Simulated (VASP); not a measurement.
# Cd2S (P3m1) in VASP: a series of runs

Aim: see how the results for Cd2S move with the level of theory and the settings. Levels: PBE-based global hybrid with 35 % exact exchange, PBE, PBEsol. Tasks: single point.

Program: VASP 6.6.1. These are calculated values, not measurements. Logs are shortened: lines on timing, memory, paths and dates and some standing lists are left out, and cuts for length are marked.

### Step 1. The cell of the first run

The structure is trigonal, space group P3m1 (No. 156). Conventional cell: a = 3.963 Å, b = 3.963 Å, c = 5.809 Å, α = 90.00°, β = 90.00°, γ = 120.00°. Cd (site symmetry 3m) has 2 S at 2.52 to 3.29 Å and 3 Cd at 3.08 Å within 3.3 Å. Cd (site symmetry 3m) has 3 S at 2.60 Å and 3 Cd at 3.08 Å within 3.4 Å. S (site symmetry 3m) has 5 Cd at 2.52 to 3.29 Å within 3.3 Å.

### Step 2. Single point, PBE-based global hybrid with 35 % exact exchange

POSCAR

```
Cd2S
1.0
    3.9626700490      0.0000000000      0.0000000000
   -1.9813350245      3.4317729293      0.0000000000
    0.0000000000      0.0000000000      5.8091920000
Cd S
2 1
Direct
    0.3333333333      0.6666666667      0.9327170000
    0.6666666667      0.3333333333      0.5787350000
    0.3333333333      0.6666666667      0.3657050000
```

INCAR.step1

```
SYSTEM = Cd2S
PREC = Accurate
ENCUT = 520
EDIFF = 1E-5
ISMEAR = -1
SIGMA = 0.05
LREAL = .FALSE.
LASPH = .TRUE.
NELM = 60
ALGO = Normal
ISIF = 2
LWAVE = .TRUE.
LCHARG = .FALSE.
NBANDS = 22
GGA = PE
```

INCAR.step2

```
SYSTEM = Cd2S
PREC = Accurate
ENCUT = 520
EDIFF = 1E-6
ISMEAR = -1
SIGMA = 0.05
LREAL = .FALSE.
LASPH = .TRUE.
NELM = 60
ALGO = Normal
ISIF = 2
LWAVE = .FALSE.
LCHARG = .FALSE.
GGA = PE
LHFCALC = .TRUE.
AEXX = 0.35
PRECFOCK = Normal
NBANDS = 22
ISTART = 1
```

KPOINTS

```
Automatic mesh
0
G
  5 5 3
  0 0 0
```

Potentials or basis: VASP PAW PBE potentials, release 64 (Cd, S).

Command:

```
$ cat potpaw_PBE.64/Cd/POTCAR potpaw_PBE.64/S/POTCAR > POTCAR
$ cp INCAR.step1 INCAR
$ mpirun -np 1 vasp_std > vasp.out
$ cp INCAR.step2 INCAR
$ mpirun -np 1 vasp_std > vasp.out
```

OUTCAR:

```text
SYSTEM = Cd2S
   PREC = Accurate
   ENCUT = 520
   EDIFF = 1E-6
   ISMEAR = -1
   LREAL = .FALSE.
   LASPH = .TRUE.
   NELM = 60
   ISIF = 2
   GGA = PE
   LHFCALC = .TRUE.
   AEXX = 0.35
   PRECFOCK = Normal
   ISTART = 1

 ion  position               nearest neighbor table
   1  0.333  0.667  0.933-   3 2.52   2 3.08   2 3.08   2 3.08
   2  0.667  0.333  0.579-   3 2.60   3 2.60   3 2.60   1 3.08   1 3.08   1 3.08
   3  0.333  0.667  0.366-   1 2.52   2 2.60   2 2.60   2 2.60

  LATTYP: Found a hexagonal cell.
 ALAT       =     3.9626700490
 C/A-ratio  =     1.4659792332

  Lattice vectors:

 A1 = (   3.9626700490,   0.0000000000,   0.0000000000)
 A2 = (  -1.9813350245,   3.4317729293,   0.0000000000)
 A3 = (   0.0000000000,   0.0000000000,   5.8091920000)

Analysis of symmetry for initial positions (statically):
=====================================================================
 Subroutine PRICEL returns:
 Original cell was already a primitive cell.

 Routine SETGRP: Setting up the symmetry group for a
 hexagonal supercell.

 Subroutine GETGRP returns: Found  6 space group operations
 (whereof  6 operations were pure point group operations)
 out of a pool of 24 trial point group operations.

The static configuration has the point symmetry C_3v.

Analysis of symmetry for dynamics (positions and initial velocities):
=====================================================================
 Subroutine PRICEL returns:
 Original cell was already a primitive cell.

 Routine SETGRP: Setting up the symmetry group for a
 hexagonal supercell.

 Subroutine GETGRP returns: Found  6 space group operations
 (whereof  6 operations were pure point group operations)
 out of a pool of 24 trial point group operations.

The dynamic configuration has the point symmetry C_3v.

 Subroutine INISYM returns: Found  6 space group operations
 (whereof  6 operations are pure point group operations),
 and found     1 'primitive' translations

----------------------------------------------------------------------------------------

                                     Primitive cell

  volume of cell :      78.9991

  direct lattice vectors                    reciprocal lattice vectors
     3.962670049  0.000000000  0.000000000     0.252355101  0.145697285  0.000000000
    -1.981335025  3.431772929  0.000000000     0.000000000  0.291394571  0.000000000
     0.000000000  0.000000000  5.809192000     0.000000000  0.000000000  0.172140979

  length of vectors
     3.962670049  3.962670049  5.809192000     0.291394571  0.291394571  0.172140979

  position of ions in fractional coordinates (direct lattice)
     0.333333333  0.666666667  0.932717000
     0.666666667  0.333333333  0.578735000
     0.333333333  0.666666667  0.365705000

  ion indices of the primitive-cell ions
   primitive index   ion index
                 1           1
                 2           2
                 3           3

----------------------------------------------------------------------------------------

 KPOINTS: Automatic mesh

Automatic generation of k-mesh.
 Grid dimensions read from file:
 generate k-points for:    5    5    3

 Generating k-lattice:

  Cartesian coordinates                     Fractional coordinates (reciprocal lattice)
     0.050471020  0.029139457  0.000000000     0.200000000 -0.000000000  0.000000000
     0.000000000  0.058278914  0.000000000     0.000000000  0.200000000  0.000000000
     0.000000000  0.000000000  0.057380326     0.000000000  0.000000000  0.333333333

  Length of vectors
     0.058278914  0.058278914  0.057380326

  Shift w.r.t. Gamma in fractional coordinates (k-lattice)
     0.000000000  0.000000000  0.000000000

 Subroutine IBZKPT returns following result:
 ===========================================

 Found     12 irreducible k-points:

 Following reciprocal coordinates:
            Coordinates               Weight
  0.000000  0.000000  0.000000      1.000000
  0.200000  0.000000  0.000000      6.000000
  0.400000  0.000000  0.000000      6.000000
[... 38 lines left out ...]
   LRPA    =     F    only Hartree local field effects (RPA)
 non-spin polarized calculation
  energy-cutoff  :      520.00
  volume of cell :       79.00
 maximum number of plane-waves:      2151
 NGX is ok and might be reduce to    30
  NGX = 24; NGY = 24; NGZ = 36

 number of electron      29.9999999 magnetization

 Free energy of the ion-electron system (eV)
  ---------------------------------------------------
  ext. energy  EPLUGINS =         0.00000000
  ---------------------------------------------------
  free energy    TOTEN  =        -9.25812201 eV

  energy without entropy =       -9.25812201  energy(sigma->0) =       -9.25812201

 E-fermi :   1.4026     XC(G=0):  -6.5713

 val. band max:        0.2375811464   @ k =   0.4000   0.2000   0.3333
 cond. band min:       2.4681266567   @ k =   0.4000   0.2000   0.0000
 fundamental gap:      2.2305455103
 Fermi energy:         1.4025517642

 k-point     1 :       0.0000    0.0000    0.0000
  band No.  band energies     occupation
      1     -14.4281      2.00000
      2     -10.1594      2.00000
      3     -10.1594      2.00000
      4     -10.0483      2.00000
      5     -10.0483      2.00000
      6      -9.9618      2.00000
[... 14 lines left out ...]
     21      11.2067      0.00000
     22      12.4947      0.00000

 k-point     2 :       0.2000    0.0000    0.0000
  band No.  band energies     occupation
      1     -14.2933      2.00000
      2     -10.1692      2.00000
      3     -10.1515      2.00000
      4     -10.0513      2.00000
      5      -9.9793      2.00000
      6      -9.9048      2.00000
[... 14 lines left out ...]
     21      11.2019      0.00000
     22      11.7031      0.00000

 k-point     3 :       0.4000    0.0000    0.0000
  band No.  band energies     occupation
      1     -14.0747      2.00000
      2     -10.1613      2.00000
      3     -10.1489      2.00000
      4     -10.0738      2.00000
      5      -9.8935      2.00000
      6      -9.8546      2.00000
[... 14 lines left out ...]
     21      10.6697      0.00000
     22      11.2087      0.00000
[... 176 lines left out ...]
 k-point    11 :       0.2000    0.2000    0.3333
  band No.  band energies     occupation
      1     -14.0254      2.00000
      2     -10.2582      2.00000
      3     -10.1518      2.00000
      4     -10.0716      2.00000
      5     -10.0440      2.00000
      6      -9.8941      2.00000
[... 14 lines left out ...]
     21      10.2357      0.00000
     22      12.2024      0.00000

 k-point    12 :       0.4000    0.2000    0.3333
  band No.  band energies     occupation
      1     -13.9210      2.00000
      2     -10.2228      2.00000
      3     -10.1700      2.00000
      4     -10.0623      2.00000
      5     -10.0020      2.00000
      6      -9.8834      2.00000
[... 14 lines left out ...]
     21      10.9584      0.00000
     22      11.8329      0.00000

------------------------ aborting loop because EDIFF is reached ----------------------------------------

  FORCE on cell =-STRESS in cart. coord.  units (eV):
  Direction    XX          YY          ZZ          XY          YZ          ZX
  --------------------------------------------------------------------------------------
  -------------------------------------------------------------------------------------
  Total       -0.8861519     -0.8861519     -1.0567100      0.0000000     -0.0000000      0.0000000
  in kB      -17.9720059    -17.9720059    -21.4310874      0.0000000     -0.0000000      0.0000000
  external PRESSURE =     -19.1250331 kB  Pullay stress =       0.0000000 kB

 VOLUME and BASIS-vectors are now :
 -----------------------------------------------------------------------------
  energy-cutoff  :      520.00
  volume of cell :       79.00
      direct lattice vectors                 reciprocal lattice vectors
     3.962670049  0.000000000  0.000000000     0.252355101  0.145697285  0.000000000
    -1.981335025  3.431772929  0.000000000     0.000000000  0.291394571  0.000000000
     0.000000000  0.000000000  5.809192000     0.000000000  0.000000000  0.172140979

 POSITION                                       TOTAL-FORCE (eV/Angst)
 -----------------------------------------------------------------------------------
     -0.00000      2.28785      5.41833         0.000000      0.000000      0.218608
      1.98134      1.14392      3.36198        -0.000000     -0.000000     -0.295020
     -0.00000      2.28785      2.12445         0.000000      0.000000      0.076412
 -----------------------------------------------------------------------------------
    total drift:                                0.000000     -0.000000     -0.000296

  FREE ENERGIE OF THE ION-ELECTRON SYSTEM (eV)
  ---------------------------------------------------
  free  energy   TOTEN  =        -9.2581220114 eV

  energy  without entropy=       -9.2581220113  energy(sigma->0) =       -9.25812201
```

It took 32 min on 1 thread of Intel Xeon Platinum 8488C (Sapphire Rapids), shared host; peak memory 0.23 GiB.

Results:

| Item | Value |
| --- | --- |
| Free energy | -9.2581 eV |
| Pressure | -1.9 GPa |
| Largest force | 0.295 eV/Å |
| Band gap on the k mesh | 2.23 eV (least direct gap 2.37 eV) |

Forces in eV/Å, atoms in the order of the input:
```
Cd   0.000  0.000  0.219
Cd   0.000  0.000 -0.295
S    0.000  0.000  0.076
```

Stress tensor (GPa, compression positive):
```
-1.80  0.00  0.00
 0.00 -1.80  0.00
 0.00  0.00 -2.14
```

Levels at points of the mesh, in eV from the valence-band top:
| k point | band 13 | band 14 | band 15 | band 16 | band 17 | band 18 |
| --- | --- | --- | --- | --- | --- | --- |
| (0.00, 0.00, 0.00) | -4.17 | -1.01 | -1.01 | 5.54 | 7.35 | 9.27 |

Caveat: the PAW data sets were made with another functional, which shifts forces and pressure a little.

### Step 3. Single point, PBE

This run uses another cell than the first one, of 25.28 Å³/atom.

INCAR

```
ALGO     = Normal         # electronic algorithm
EDIFF    = 1E-6           # SCF threshold, eV
ENCUT    = 630            # plane-wave cutoff, eV
GGA      = PE             # functional
GGA_COMPAT= False        
ISIF     = 2              # what is computed and relaxed
ISMEAR   = -1             # smearing method
LASPH    = True           # aspherical terms in the spheres
LCHARG   = True           # write CHGCAR
LELF     = True           # ELF
LREAL    = False          # projectors in reciprocal space
LVHAR    = True         
LWAVE    = False          # write WAVECAR
NBANDS   = 30             # bands
NELM     = 120            # most SCF steps
PREC     = Accurate       # precision mode
SIGMA    = 0.05           # smearing width, eV
```

KPOINTS

```
k-points
0
Gamma
  8 8 5
```

POSCAR

```
Cd2S
1.0
    3.9091138886      0.0000000000      0.0000000000
   -1.9545569443      3.3853919338      0.0000000000
    0.0000000000      0.0000000000      5.7306797810
Cd S
2 1
Direct
    0.3333333333      0.6666666667      0.9327170000
    0.6666666667      0.3333333333      0.5787350000
    0.3333333333      0.6666666667      0.3657050000
```

Potentials or basis: VASP PAW PBE potentials, release 64 (Cd_sv_GW, S).

Command:

```
$ cat potpaw_PBE.64/Cd_sv_GW/POTCAR potpaw_PBE.64/S/POTCAR > POTCAR
$ mpirun -np 1 vasp_std > vasp.out
```

Run time: 86 s. Hardware: 1 thread of Intel Xeon Platinum 8488C (Sapphire Rapids), shared host; peak memory 0.28 GiB.

Results (log left out):

```
Free energy            : -6.3499 eV
Pressure               : 1.6 GPa
Largest force          : 0.082 eV/Å
Band gap on the k mesh : 0.21 eV (least direct gap 0.58 eV)
```

Forces in eV/Å, atoms in the order of the input:
```
Cd   0.000  0.000 -0.038
Cd   0.000  0.000  0.082
S    0.000  0.000 -0.044
```

Stress tensor (GPa, compression positive):
```
1.31 0.00 0.00
0.00 1.31 0.00
0.00 0.00 2.24
```

Levels at points of the mesh, in eV from the valence-band top:
| k point | band 20 | band 21 | band 22 | band 23 | band 24 | band 25 | band 26 | band 27 |
| --- | --- | --- | --- | --- | --- | --- | --- | --- |
| (0.00, 0.00, 0.00) | -4.57 | -3.80 | -0.74 | -0.74 | 3.32 | 5.17 | 6.91 | 6.91 |
| (0.50, 0.00, 0.00) | -4.63 | -3.10 | -1.67 | -1.20 | 0.56 | 3.24 | 4.77 | 5.97 |

### Step 4. Single point, PBEsol

This run uses another cell than the first one, of 24.75 Å³/atom.

INCAR

```
SYSTEM = Cd2S
ALGO = Normal
EDIFF = 1E-6
ENCUT = 630
GGA = PS
GGA_COMPAT = .FALSE.
ISIF = 2
ISMEAR = -1
LASPH = .TRUE.
LCHARG = .FALSE.
LREAL = .FALSE.
LWAVE = .FALSE.
NBANDS = 30
NELM = 120
PREC = Accurate
SIGMA = 0.05
```

KPOINTS

```
k-points
0
G
  8 8 5
  0 0 0
```

POSCAR

```
Cd2S
1.0
    3.8817765334      0.0000000000      0.0000000000
   -1.9408882667      3.3617170898      0.0000000000
    0.0000000000      0.0000000000      5.6906037861
Cd S
2 1
Direct
    0.3333333333      0.6666666667      0.9327170000
    0.6666666667      0.3333333333      0.5787350000
    0.3333333333      0.6666666667      0.3657050000
```

Command:

```
$ cat potpaw_PBE.64/Cd_sv_GW/POTCAR potpaw_PBE.64/S/POTCAR > POTCAR
$ mpirun -np 1 vasp_std > vasp.out
```

Wall time 86 s (1 thread of Intel Xeon Platinum 8259CL at 2.50GHz (Skylake/Cascade Lake), shared host); peak memory 0.29 GiB.

The run converged. Its results:

| Item | Value |
| --- | --- |
| Free energy | -7.4515 eV |
| Pressure | -0.5 GPa |
| Largest force | 0.107 eV/Å |
| Band gap on the k mesh | 0.20 eV (least direct gap 0.59 eV) |

Forces on the atoms (eV/Å):
```
Cd   0.000  0.000 -0.107
Cd   0.000  0.000  0.104
S    0.000  0.000  0.003
```

Stress tensor (GPa, compression positive):
```
-0.66  0.00  0.00
 0.00 -0.66  0.00
 0.00  0.00 -0.08
```

Levels at points of the mesh, in eV from the valence-band top:
```tsv
k point	band 19	band 20	band 21	band 22	band 23	band 24	band 25	band 26	band 27	band 28
(0.00, 0.00, 0.00)	-7.62	-4.64	-3.87	-0.69	-0.69	3.30	5.18	6.91	6.91	8.62
(0.50, 0.00, 0.00)	-7.42	-4.76	-3.17	-1.68	-1.20	0.55	3.21	4.70	6.04	7.62
```

Caveat: the PAW data sets were made with another functional, which shifts forces and pressure a little. A k mesh can miss the band edges.

### Step 5. Single point, PBEsol

This run uses another cell than the first one, of 25.81 Å³/atom.

INCAR

```
SYSTEM = Cd2S
ALGO = Normal ; EDIFF = 1E-6
ENCUT = 630 ; GGA = PS
GGA_COMPAT = .FALSE. ; ISIF = 2
ISMEAR = -1 ; LASPH = .TRUE.
LCHARG = .TRUE. ; LELF = .TRUE.
LREAL = .FALSE. ; LVHAR = .TRUE.
LWAVE = .FALSE. ; NBANDS = 30
NELM = 120 ; PREC = Accurate
SIGMA = 0.05
```

KPOINTS is that of step 4.

POSCAR

```
Cd2S
1.0
    3.9360741467      0.0000000000      0.0000000000
   -1.9680370733      3.4087402022      0.0000000000
    0.0000000000      0.0000000000      5.7702029595
Cd S
2 1
Direct
    0.3333333333      0.6666666667      0.9327170000
    0.6666666667      0.3333333333      0.5787350000
    0.3333333333      0.6666666667      0.3657050000
```

Command:

```
$ cat potpaw_PBE.64/Cd_sv_GW/POTCAR potpaw_PBE.64/S/POTCAR > POTCAR
$ mpirun -np 1 vasp_std > vasp.out
```

Wall time 48 s (1 thread of Intel Xeon 6975P-C (Granite Rapids), shared host); peak memory 0.29 GiB.

Results (log left out):

```yaml
Free_energy: -7.4262 eV
Pressure: -2.4 GPa
Largest_force: 0.077 eV/Å
Band_gap_on_the_k_mesh: 0.21 eV (least direct gap 0.57 eV)
```

Forces in eV/Å, atoms in the order of the input:
```
Cd   0.000  0.000 -0.017
Cd   0.000  0.000 -0.061
S    0.000  0.000  0.077
```

Stress tensor (GPa, compression positive):
```
-2.23  0.00  0.00
 0.00 -2.23  0.00
 0.00  0.00 -2.64
```

Levels at points of the mesh, in eV from the valence-band top:
| k point | band 19 | band 20 | band 21 | band 22 | band 23 | band 24 | band 25 | band 26 | band 27 | band 28 |
| --- | --- | --- | --- | --- | --- | --- | --- | --- | --- | --- |
| (0.00, 0.00, 0.00) | -7.57 | -4.51 | -3.73 | -0.67 | -0.67 | 3.20 | 5.06 | 6.84 | 6.84 | 8.40 |
| (0.50, 0.00, 0.00) | -7.40 | -4.54 | -3.02 | -1.59 | -1.22 | 0.58 | 3.17 | 4.69 | 5.90 | 7.46 |

Caveat: the PAW data sets were made with another functional, which shifts forces and pressure a little. A k mesh can miss the band edges.

### Step 6. Single point, PBEsol

This run uses another cell than the first one, of 25.28 Å³/atom.

INCAR

```
SYSTEM = Cd2S
PREC = Accurate
ENCUT = 630
EDIFF = 1E-6
ISMEAR = -1
SIGMA = 0.05
LREAL = .False.
LASPH = .True.
NELM = 120
ALGO = Normal
ISIF = 2
LWAVE = .False.
LCHARG = .False.
GGA = PS
NBANDS = 30
GGA_COMPAT = .False.
```

KPOINTS

```
regular mesh
0
Gamma
  8 8 5
  0 0 0
```

POSCAR

```
Cd2S
1.0
    3.9091138886      0.0000000000      0.0000000000
   -1.9545569443      3.3853919338      0.0000000000
    0.0000000000      0.0000000000      5.7306797810
Cd S
2 1
Direct
    0.3333333333      0.6666666667      0.9327170000
    0.6666666667      0.3333333333      0.5787350000
    0.3333333333      0.6666666667      0.3657050000
```

Potentials or basis: VASP PAW PBE potentials, release 64 (Cd_sv_GW, S).

Command:

```
$ cat potpaw_PBE.64/Cd_sv_GW/POTCAR potpaw_PBE.64/S/POTCAR > POTCAR
$ mpirun -np 1 vasp_std > vasp.out
```

Wall time 53 s (1 thread of Intel Xeon 6975P-C (Granite Rapids), shared host); peak memory 0.28 GiB.

It converged, with:

| Quantity | Value |
| --- | --- |
| Free energy | -7.4435 eV |
| Pressure | -1.5 GPa |
| Largest force | 0.059 eV/Å |
| Band gap on the k mesh | 0.20 eV (least direct gap 0.58 eV) |

Forces in eV/Å, atoms in the order of the input:
```
Cd   0.000  0.000 -0.059
Cd   0.000  0.000  0.018
S    0.000  0.000  0.041
```

Levels at points of the mesh, in eV from the valence-band top:
| k point | band 20 | band 21 | band 22 | band 23 | band 24 | band 25 | band 26 | band 27 |
| --- | --- | --- | --- | --- | --- | --- | --- | --- |
| (0.00, 0.00, 0.00) | -4.57 | -3.80 | -0.68 | -0.68 | 3.25 | 5.12 | 6.88 | 6.88 |
| (0.50, 0.00, 0.00) | -4.65 | -3.09 | -1.63 | -1.21 | 0.57 | 3.19 | 4.70 | 5.97 |

Caveat: the PAW data sets were made with another functional, which shifts forces and pressure a little.

### Step 7. Summary

```csv
level,potentials or basis,cell,k mesh,cutoff (eV),grid for exact exchange (PRECFOCK),share of exact exchange,gap on the mesh (eV),pressure (GPa),largest force (eV/Å)
PBE-based global hybrid with 35 % exact exchange,"VASP PAW PBE potentials, release 64 (Cd, S)","a = 3.963, b = 3.963, c = 5.809 Å, angles 90.0, 90.0, 120.0°, 3 atoms",5 × 5 × 3,520,Normal,0.35,2.23,-1.9,0.30
PBE,"VASP PAW PBE potentials, release 64 (Cd_sv_GW, S)","a = 3.909, b = 3.909, c = 5.731 Å, angles 90.0, 90.0, 120.0°, 3 atoms",8 × 8 × 5,630,-,-,0.21,1.6,0.08
PBEsol,"VASP PAW PBE potentials, release 64 (Cd_sv_GW, S)","a = 3.882, b = 3.882, c = 5.691 Å, angles 90.0, 90.0, 120.0°, 3 atoms",8 × 8 × 5,630,-,-,0.20,-0.5,0.11
PBEsol,"VASP PAW PBE potentials, release 64 (Cd_sv_GW, S)","a = 3.936, b = 3.936, c = 5.770 Å, angles 90.0, 90.0, 120.0°, 3 atoms",8 × 8 × 5,630,-,-,0.21,-2.4,0.08
PBEsol,"VASP PAW PBE potentials, release 64 (Cd_sv_GW, S)","a = 3.909, b = 3.909, c = 5.731 Å, angles 90.0, 90.0, 120.0°, 3 atoms",8 × 8 × 5,630,-,-,0.20,-1.5,0.06
```

Alike in all rows: task single point; no spin polarisation; smearing fermi-dirac 0.05 eV.

Caveats: the PAW data sets were made with another functional, which shifts forces and pressure a little (at least some runs).

Total energies depend on the potentials used, so only differences within one code and one set of settings carry meaning.
